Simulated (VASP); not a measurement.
# Co (P-3m1) in VASP: further runs

The runs below take Co through single point, with r2SCAN.

Program: VASP 6.6.1. These are calculated values, not measurements. Logs are shortened: lines on timing, memory, paths and dates and some standing lists are left out, and cuts for length are marked.

## 1. The cell of the first run

It takes space group P-3m1 (No. 164, trigonal). Conventional cell: a = 2.437 Å, b = 2.437 Å, c = 3.980 Å, α = 90.00°, β = 90.00°, γ = 120.00°. Co (site symmetry 3m) has 12 Co at 2.37 to 2.50 Å within 3.1 Å.

## 2. Single point, r2SCAN, collinear spin, antiferromagnetic start

File POSCAR:

```
Co
1.0
    2.4365882013      0.0000000000      0.0000000000
   -1.2182936109      2.1101470081      0.0000000000
    0.0000000000      0.0000000000      3.9803424397
Co
2
Direct
    0.6666666667      0.3333333333      0.2598610000
    0.3333333333      0.6666666667      0.7401390000
```

File INCAR.step1:

```
SYSTEM = Co
ALGO = Normal
EDIFF = 1E-4
ENCUT = 520
GGA = PE
ISMEAR = -1
ISPIN = 2
LASPH = .TRUE.
LCHARG = .FALSE.
LMAXMIX = 4
LREAL = .FALSE.
LWAVE = .TRUE.
MAGMOM = 3.2 -3.2
NBANDS = 20
NELM = 150
PREC = Accurate
SIGMA = 0.1
```

File INCAR.step2:

```
SYSTEM = Co
ALGO = Normal
EDIFF = 1E-7
ENCUT = 520
ISIF = 2
ISMEAR = -1
ISPIN = 2
ISTART = 1
LASPH = .TRUE.
LCHARG = .TRUE.
LELF = .TRUE.
LMAXMIX = 4
LMIXTAU = .TRUE.
LORBIT = 11
LREAL = .FALSE.
LVHAR = .TRUE.
LWAVE = .FALSE.
MAGMOM = 3.2 -3.2
METAGGA = R2SCAN
NBANDS = 20
NELM = 150
PREC = Accurate
SIGMA = 0.1
```

File KPOINTS:

```
k-points
0
G
  13 13 7
  0 0 0
```

Potentials or basis: VASP PAW PBE potentials, release 64 (Co).

Launch:

```sh
> cat potpaw_PBE.64/Co/POTCAR > POTCAR
> cp INCAR.step1 INCAR
> mpirun -np 1 vasp_std > vasp.out
> cp INCAR.step2 INCAR
> mpirun -np 1 vasp_std > vasp.out
```

OUTCAR:

```text
SYSTEM = Co
   EDIFF = 1E-7
   ENCUT = 520
   ISIF = 2
   ISMEAR = -1
   ISPIN = 2
   ISTART = 1
   LASPH = .TRUE.
   LORBIT = 11
   LREAL = .FALSE.
   METAGGA = R2SCAN
   NELM = 150
   PREC = Accurate

 ion  position               nearest neighbor table
   1  0.667  0.333  0.260-   2 2.37   2 2.37   2 2.37   2 2.50   2 2.50   2 2.50
   2  0.333  0.667  0.740-   1 2.37   1 2.37   1 2.37   1 2.50   1 2.50   1 2.50

  LATTYP: Found a hexagonal cell.
 ALAT       =     2.4365882013
 C/A-ratio  =     1.6335720733

  Lattice vectors:

 A1 = (   2.4365882013,   0.0000000000,   0.0000000000)
 A2 = (  -1.2182936109,   2.1101470081,   0.0000000000)
 A3 = (   0.0000000000,   0.0000000000,   3.9803424397)

Analysis of symmetry for initial positions (statically):
=====================================================================
 Subroutine PRICEL returns:
 Original cell was already a primitive cell.

 Routine SETGRP: Setting up the symmetry group for a
 hexagonal supercell.

 Subroutine GETGRP returns: Found 12 space group operations
 (whereof 12 operations were pure point group operations)
 out of a pool of 24 trial point group operations.

The static configuration has the point symmetry D_3d.

Analysis of symmetry for dynamics (positions and initial velocities):
=====================================================================
 Subroutine PRICEL returns:
 Original cell was already a primitive cell.

 Routine SETGRP: Setting up the symmetry group for a
 hexagonal supercell.

 Subroutine GETGRP returns: Found 12 space group operations
 (whereof 12 operations were pure point group operations)
 out of a pool of 24 trial point group operations.

The dynamic configuration has the point symmetry D_3d.

Analysis of structural, dynamic, and magnetic symmetry:
=====================================================================
 Subroutine PRICEL returns:
 Original cell was already a primitive cell.

 Routine SETGRP: Setting up the symmetry group for a
 hexagonal supercell.

 Subroutine GETGRP returns: Found 12 space group operations
 (whereof 12 operations were pure point group operations)
 out of a pool of 24 trial point group operations.

The overall configuration has the point symmetry D_3d.

 Subroutine INISYM returns: Found 12 space group operations
 (whereof 12 operations are pure point group operations),
 and found     1 'primitive' translations

----------------------------------------------------------------------------------------

                                     Primitive cell

  volume of cell :      20.4652

  direct lattice vectors                    reciprocal lattice vectors
     2.436588201  0.000000000  0.000000000     0.410409933  0.236950221  0.000000000
    -1.218293611  2.110147008  0.000000000     0.000000000  0.473900632  0.000000000
     0.000000000  0.000000000  3.980342440     0.000000000  0.000000000  0.251234665

  length of vectors
     2.436588201  2.436587720  3.980342440     0.473900538  0.473900632  0.251234665

  position of ions in fractional coordinates (direct lattice)
     0.666666667  0.333333333  0.259861000
     0.333333333  0.666666667  0.740139000

  ion indices of the primitive-cell ions
   primitive index   ion index
                 1           1
                 2           2

----------------------------------------------------------------------------------------

 KPOINTS: k-points

Automatic generation of k-mesh.
 Grid dimensions read from file:
 generate k-points for:   13   13    7

 Generating k-lattice:

  Cartesian coordinates                     Fractional coordinates (reciprocal lattice)
     0.031569995  0.018226940  0.000000000     0.076923077  0.000000000  0.000000000
     0.000000000  0.036453895  0.000000000     0.000000000  0.076923077  0.000000000
     0.000000000  0.000000000  0.035890666     0.000000000  0.000000000  0.142857143

  Length of vectors
     0.036453888  0.036453895  0.035890666

  Shift w.r.t. Gamma in fractional coordinates (k-lattice)
     0.000000000  0.000000000  0.000000000

 Subroutine IBZKPT returns following result:
 ===========================================

 Found    126 irreducible k-points:

 Following reciprocal coordinates:
            Coordinates               Weight
  0.000000  0.000000  0.000000      1.000000
  0.076923  0.000000  0.000000      6.000000
  0.153846 -0.000000  0.000000      6.000000
  0.230769 -0.000000  0.000000      6.000000
  0.307692 -0.000000  0.000000      6.000000
  0.384615 -0.000000  0.000000      6.000000
[... 16 lines left out ...]
  0.076923  0.000000  0.142857      6.000000
  0.000000  0.076923  0.142857      6.000000
 [... further k-points ...]
   k-points           NKPTS =    126   k-points in BZ     NKDIM =    126   number of bands    NBANDS=     20
   number of dos      NEDOS =    301   number of ions     NIONS =      2
   total plane-waves  NPLWV =   9720
   dimension x,y,z NGX =    18 NGY =   18 NGZ =   30
   dimension x,y,z NGXF=    36 NGYF=   36 NGZF=   60
   ions per type =               2
   NGX,Y,Z   is equivalent  to a cutoff of  12.28, 12.28, 12.53 a.u.
   NGXF,Y,Z  is equivalent  to a cutoff of  24.56, 24.56, 25.06 a.u.
 SYSTEM =  Co
   PREC   = accura    normal or accurate (medium, high low for compatibility)
   ISTART =      1    job   : 0-new  1-cont  2-samecut
   ICHARG =      0    charge: 1-file 2-atom 10-const
   ISPIN  =      2    spin polarized calculation?
   LNONCOLLINEAR =      F non collinear calculations
   LSORBIT =      F    spin-orbit coupling
   LASPH  =      T    aspherical Exc in radial PAW
   ENCUT  =  520.0 eV  38.22 Ry    6.18 a.u.   4.53  4.53  7.40*2*pi/ulx,y,z
   NELM   =    150;   NELMIN=  2; NELMDL=  0     # of ELM steps
   EDIFF  = 0.1E-06   stopping-criterion for ELM
   LREAL  =      F    real-space projection
   EDIFFG = 0.1E-05   stopping-criterion for IOM
   NSW    =      0    number of steps for IOM
   IBRION =     -1    ionic relax: 0-MD 1-quasi-New 2-CG
   NFREE  =      0    steps in history (QN), initial steepest desc. (CG)
   ISIF   =      2    stress and relaxation
   ISYM   =      2    0-nonsym 1-usesym 2-fastsym
   POTIM  = 0.5000    time-step for ionic-motion
   TEBEG  =    0.0;   TEEND  =   0.0 temperature during run
   PSTRESS=    0.0 pullay stress
   NELECT =      18.0000    total number of electrons
   NUPDOWN=      -1.0000    fix difference up-down
   EMIN   =  10.00;   EMAX   =-10.00  energy-range for DOS
   EFERMI =   0.00;   METHOD = LEGACY
   ISMEAR =    -1;   SIGMA  =   0.10  broadening in eV -4-tet -1-fermi 0-gaus
   EFERMI_NEDOS =   21; number of points for ismear=-14 and -15
   IALGO  =     38    algorithm
   IMIX   =      4    mixing-type and parameters
     AMIX     =   0.40;   BMIX     =  1.00
     AMIX_MAG =   1.60;   BMIX_MAG =  1.00
  volume/ion in A,a.u.               =      10.23        69.05
  Fermi-wavevector in a.u.,A,eV,Ry     =   1.568534  2.964099 33.474394  2.460299
  Thomas-Fermi vector in A             =   2.670551
   LORBIT       =     11    0 simple, 1 ext, 2 COOP (PROOUT), +10 PAW based schemes
   METAGGA = R2SCAN    functional components
   LHFCALC =     F    Hartree Fock is set to
   AEXX    =    0.0000 exact exchange contribution
   IVDW    =     0    specifies the selected vdW correction
   LEPSILON=     F    determine dielectric tensor
   LRPA    =     F    only Hartree local field effects (RPA)
 spin polarized calculation
  energy-cutoff  :      520.00
  volume of cell :       20.47
 maximum number of plane-waves:       570
 NGX is ok and might be reduce to    18
   NGX =  9   NGY =  9   NGZ = 15

 number of electron      18.0000002 magnetization      -0.0000000

 number of electron      18.0000002 magnetization       0.0000000

 Free energy of the ion-electron system (eV)
  ---------------------------------------------------
  ext. energy  EPLUGINS =         0.00000000
  ---------------------------------------------------
  free energy    TOTEN  =       -25.45495290 eV

  energy without entropy =      -25.28192618  energy(sigma->0) =      -25.36843954

 E-fermi :  10.8704     XC(G=0): -15.0076

 val. band max:       10.8648475534   @ k =   0.3077   0.3077   0.2857
 cond. band min:      10.8750583370   @ k =   0.0000   0.3077   0.4286
 fundamental gap:      0.0102107836
 Fermi energy:        10.8704261673

 spin component 1

 k-point     1 :       0.0000    0.0000    0.0000
  band No.  band energies     occupation
      1       1.2359      1.00000
      2       5.7149      1.00000
      3       8.8214      1.00000
      4       8.8943      1.00000
      5       8.8943      1.00000
      6       9.2383      1.00000
[... 12 lines left out ...]
     19      39.2655      0.00000
     20      39.2655      0.00000
[... 507 lines left out ...]
 k-point    24 :       0.0000    0.0769    0.1429
  band No.  band energies     occupation
      1       1.6816      1.00000
      2       5.7828      1.00000
      3       8.5874      1.00000
      4       8.8823      1.00000
      5       8.9531      1.00000
      6       9.0492      1.00000
[... 12 lines left out ...]
     19      40.6190      0.00000
     20      41.5703      0.00000

 [... further k-points ...]

 spin component 2

 k-point     1 :       0.0000    0.0000    0.0000
  band No.  band energies     occupation
      1       1.2359      1.00000
      2       5.7149      1.00000
      3       8.8214      1.00000
      4       8.8943      1.00000
      5       8.8943      1.00000
      6       9.2383      1.00000
[... 12 lines left out ...]
     19      39.2655      0.00000
     20      39.2655      0.00000
[... 507 lines left out ...]
 k-point    24 :       0.0000    0.0769    0.1429
  band No.  band energies     occupation
      1       1.6816      1.00000
      2       5.7828      1.00000
      3       8.5874      1.00000
      4       8.8823      1.00000
      5       8.9531      1.00000
      6       9.0492      1.00000
[... 12 lines left out ...]
     19      40.6190      0.00000
     20      41.5703      0.00000

 [... further k-points ...]

------------------------ aborting loop because EDIFF is reached ----------------------------------------

  FORCE on cell =-STRESS in cart. coord.  units (eV):
  Direction    XX          YY          ZZ          XY          YZ          ZX
  --------------------------------------------------------------------------------------
  -------------------------------------------------------------------------------------
  Total       -0.5496738     -0.5496737     -0.9347068     -0.0000001      0.0000000     -0.0000000
  in kB      -43.0328724    -43.0328612    -73.1763429     -0.0000100      0.0000000     -0.0000000
  external PRESSURE =     -53.0806922 kB  Pullay stress =       0.0000000 kB

 VOLUME and BASIS-vectors are now :
 -----------------------------------------------------------------------------
  energy-cutoff  :      520.00
  volume of cell :       20.47
      direct lattice vectors                 reciprocal lattice vectors
     2.436588201  0.000000000  0.000000000     0.410409933  0.236950221  0.000000000
    -1.218293611  2.110147008  0.000000000     0.000000000  0.473900632  0.000000000
     0.000000000  0.000000000  3.980342440     0.000000000  0.000000000  0.251234665

 POSITION                                       TOTAL-FORCE (eV/Angst)
 -----------------------------------------------------------------------------------
      1.21829      0.70338      1.03434         0.000000     -0.000000     -0.691749
      0.00000      1.40676      2.94601        -0.000000      0.000000      0.691749
 -----------------------------------------------------------------------------------
    total drift:                                0.000000     -0.000000     -0.000000

  FREE ENERGIE OF THE ION-ELECTRON SYSTEM (eV)
  ---------------------------------------------------
  free  energy   TOTEN  =       -25.4549529023 eV

  energy  without entropy=      -25.2819261833  energy(sigma->0) =      -25.36843954

 total charge

# of ion       s       p       d       tot
------------------------------------------
    1        0.530   0.595   7.319   8.444
    2        0.530   0.595   7.319   8.444
--------------------------------------------------
tot          1.061   1.190  14.638  16.889

 magnetization (x)

# of ion       s       p       d       tot
------------------------------------------
    1        0.000   0.000   0.000   0.000
    2       -0.000  -0.000  -0.000  -0.000
--------------------------------------------------
tot          0.000   0.000   0.000   0.000
```

It took 5.9 min on 1 thread of Intel Xeon 6975P-C, shared host; peak memory 0.2 GiB.

What came out:

```
Free energy                                           : -25.4550 eV
Pressure                                              : -5.3 GPa
Largest force                                         : 0.692 eV/Å
Band gap on the k mesh                                : zero (filled and empty bands overlap)
Net moment                                            : 0.00 μB per cell
Valence electrons inside the program's atomic spheres : Co 8.44
```

Forces on the atoms (eV/Å):
```
Co   0.000  0.000 -0.692
Co   0.000  0.000  0.692
```

Levels at points of the mesh, in eV from the Fermi level:
Spin up:
| k point | band 7 | band 8 | band 9 | band 10 | band 11 | band 12 |
| --- | --- | --- | --- | --- | --- | --- |
| (0.00, 0.00, 0.00) | -1.63 | -1.12 | -1.12 | -0.25 | 0.12 | 0.12 |
Spin down:
```
           k point  band 6  band 7  band 8  band 9  band 10  band 11  band 12  band 13
(0.00, 0.00, 0.00)   -1.63   -1.63   -1.12   -1.12    -0.25     0.12     0.12     7.48
```

Caveat: the starting moments collapsed, and a magnetic state may lie lower; the PAW data sets were made with another functional, which shifts forces and pressure a little.

## 3. Single point, r2SCAN, collinear spin, antiferromagnetic start

This run uses another cell than the first one, of 10.45 Å³/atom, 1.021 times its volume.

File POSCAR:

```
Co
1.0
    2.4537478385      0.0000000000      0.0000000000
   -1.2268734260      2.1250076879      0.0000000000
    0.0000000000      0.0000000000      4.0083739438
Co
2
Direct
    0.6666666667      0.3333333333      0.2598610000
    0.3333333333      0.6666666667      0.7401390000
```

File INCAR.step1:

```
SYSTEM = Co
PREC = Accurate ; ENCUT = 520
ISMEAR = -1 ; SIGMA = 0.1
LREAL = .False. ; LASPH = .True.
NELM = 150 ; ISPIN = 2
MAGMOM = 3.2 -3.2 ; LMAXMIX = 4
NBANDS = 20 ; GGA = PE
ALGO = Normal ; EDIFF = 1E-4
LWAVE = .True. ; LCHARG = .False.
```

File INCAR.step2:

```
SYSTEM = Co
PREC = Accurate ; ENCUT = 520
EDIFF = 1E-7 ; ISMEAR = -1
SIGMA = 0.1 ; LREAL = .False.
LASPH = .True. ; NELM = 150
ALGO = Normal ; ISIF = 2
LWAVE = .False. ; LCHARG = .False.
ISPIN = 2 ; MAGMOM = 3.2 -3.2
LORBIT = 11 ; LMAXMIX = 4
METAGGA = R2SCAN ; LMIXTAU = .True.
NBANDS = 20 ; ISTART = 1
```

File KPOINTS:

```
regular mesh
0
Gamma
  13 13 7
  0 0 0
```

Potentials or basis: VASP PAW PBE potentials, release 64 (Co).

Launch:

```sh
> cat potpaw_PBE.64/Co/POTCAR > POTCAR
> cp INCAR.step1 INCAR
> mpirun -np 1 vasp_std > vasp.out
> cp INCAR.step2 INCAR
> mpirun -np 1 vasp_std > vasp.out
```

It took 8.5 min on 1 thread of Intel Xeon 6975P-C, shared host; peak memory 0.2 GiB.

It converged, with:

```
Free energy                                           : -25.4336 eV
Pressure                                              : -10.3 GPa
Largest force                                         : 0.620 eV/Å
Band gap on the k mesh                                : zero (filled and empty bands overlap)
Net moment                                            : 0.00 μB per cell
Valence electrons inside the program's atomic spheres : Co 8.40
```

Forces on the atoms (eV/Å):
```
Co   0.000  0.000 -0.620
Co   0.000  0.000  0.620
```

Stress tensor (GPa, compression positive):
```
 -9.35   0.00   0.00
  0.00  -9.35   0.00
  0.00   0.00 -12.23
```

Levels at points of the mesh, in eV from the Fermi level:
Spin up:
```tsv
k point	band 7	band 8	band 9	band 10	band 11	band 12
(0.00, 0.00, 0.00)	-1.58	-1.08	-1.08	-0.22	0.11	0.11
```
Spin down:
| k point | band 7 | band 8 | band 9 | band 10 | band 11 | band 12 |
| --- | --- | --- | --- | --- | --- | --- |
| (0.00, 0.00, 0.00) | -1.58 | -1.08 | -1.08 | -0.22 | 0.11 | 0.11 |

Caveat: the starting moments collapsed, and a magnetic state may lie lower; the PAW data sets were made with another functional, which shifts forces and pressure a little.
